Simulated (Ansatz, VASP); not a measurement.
## Ta2N in VASP and in Ansatz

Contents of INCAR:

```
PREC = Accurate ; ENCUT = 520
EDIFF = 1E-6 ; ISMEAR = 0
SIGMA = 0.15 ; LREAL = False
LASPH = True ; NELM = 80
ALGO = Normal ; ISIF = 2
LWAVE = False ; LCHARG = False
GGA = PS ; NBANDS = 20
```

Contents of KPOINTS:

```
Automatic mesh
0
Gamma
  18 18 10
```

Contents of POSCAR:

```
Ta2N
1.0
    3.0786153869      0.0000000000      0.0000000000
   -1.5393076935      2.6661591336      0.0000000000
    0.0000000000      0.0000000000      4.9438386074
Ta N
2 1
Direct
    0.6666666667      0.3333333333      0.7462554481
    0.3333333333      0.6666666667      0.2537445519
    0.0000000000      0.0000000000      0.0000000000
```

Input for Ansatz:

```yaml
crystal:
  lattice:
    - [3.0786153869, 0.0, 0.0]
    - [-1.5393076935, 2.6661591336, 0.0]
    - [0.0, 0.0, 4.9438386074]
  atoms:
    - { symbol: Ta, position: [0.6666666667, 0.3333333333, 0.7462554481] }
    - { symbol: Ta, position: [0.3333333333, 0.6666666667, 0.2537445519] }
    - { symbol: "N", position: [0.0, 0.0, 0.0] }
basis:
  ecutwfc: 420
kpoints:
  mp_grid: { grid: [18, 18, 10] }
hamiltonian:
  xc: pbesol
scf:
  occupations: { method: gaussian, width: 0.15 }
output:
  forces: true
  stress: true
  eigenvalues: true
```

Change from the starting cell: strain +0.000 along x and y, +0.025 along z, atoms carried along.

Alike in both runs: task single point; functional PBEsol; k mesh 18 × 18 × 10; occupations gaussian, width 0.15 eV; no spin polarisation.

|  | VASP | Ansatz |
| --- | --- | --- |
| version | VASP 6.6.1 | Ansatz 0.2.0 |
| potentials or method | VASP PAW PBE potentials, release 64 (Ta_pv, N), cutoff 520 eV | scalar-relativistic, plane waves, PAW |
| valence electrons in the cell | 27 | 31 |

Ansatz gave:

| Item | Value |
| --- | --- |
| gap on the k mesh at the Fermi level (eV) | none |
| pressure (GPa) | -7.1 |
| traceless stress, the component that is largest in VASP (GPa) | -3.24 |
| rms of the force components (eV/Å) | 0.009 |

Task: Estimate VASP's values.

Result: gap on the k mesh at the Fermi level (eV): none; pressure (GPa): -6.6; traceless stress, the component that is largest in VASP (GPa): -3.28; rms of the force components (eV/Å): 0.033.

VASP's potentials were made for PBE, not for PBEsol. Atom by atom the forces differ by 0.024 eV/Å (rms over components). A gap of «none» marks a metal or a gap that the smearing closes. VASP's potentials hold 27 valence electrons a cell and Ansatz's 31, so a difference there can come from the potentials and not from the codes.

Neither program's run includes spin-orbit coupling.
